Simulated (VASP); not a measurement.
# Cu: single point with PBE

The system is Cu.

```xyz
4
Lattice="5.2013 0.0000 0.0057 -2.6007 4.5045 -0.0057 -1.2981 0.7494 2.0706" Properties=species:S:1:pos:R:3 pbc="T T T"
Cu   -1.3003    2.2522   -0.0028
Cu    1.3003    2.2522    0.0000
Cu    0.0000    0.0000    0.0000
Cu    2.6007    0.0000    0.0028
```

```yaml
Program: VASP 6.6.1
Task: single point
Functional: PBE
Potentials_or_basis: VASP PAW PBE potentials, release 64 (Cu)
Cutoff: 520 eV
k_mesh: 9 × 9 × 17
Occupations: gaussian, width 0.1 eV
Spin: no spin polarisation
Dipole_correction: no
Further_INCAR_settings: ALGO = Fast; EDIFF = 1e-06; NBANDS = 30
```

The pressure is -0.8 GPa and the band gap on the k mesh is zero (bands 22 and 23 overlap by 4.60 eV).

Stress tensor (GPa, compression positive):
```
-1.80  0.05  0.04
 0.05 -1.74 -0.02
 0.04 -0.02  1.19
```

Levels at points of the mesh, in eV from the Fermi level:
```csv
k point,band 19,band 20,band 21,band 22,band 23,band 24,band 25,band 26
"(0.00, 0.00, 0.00)",-1.61,-1.50,-1.49,-1.02,-1.02,1.47,3.48,3.48
```

It took 6.6 min on 1 thread of Intel(R) Xeon(R) Platinum 8375C CPU @ 2.90GHz (Ice Lake), on a shared host, peak memory 0.49 GiB.
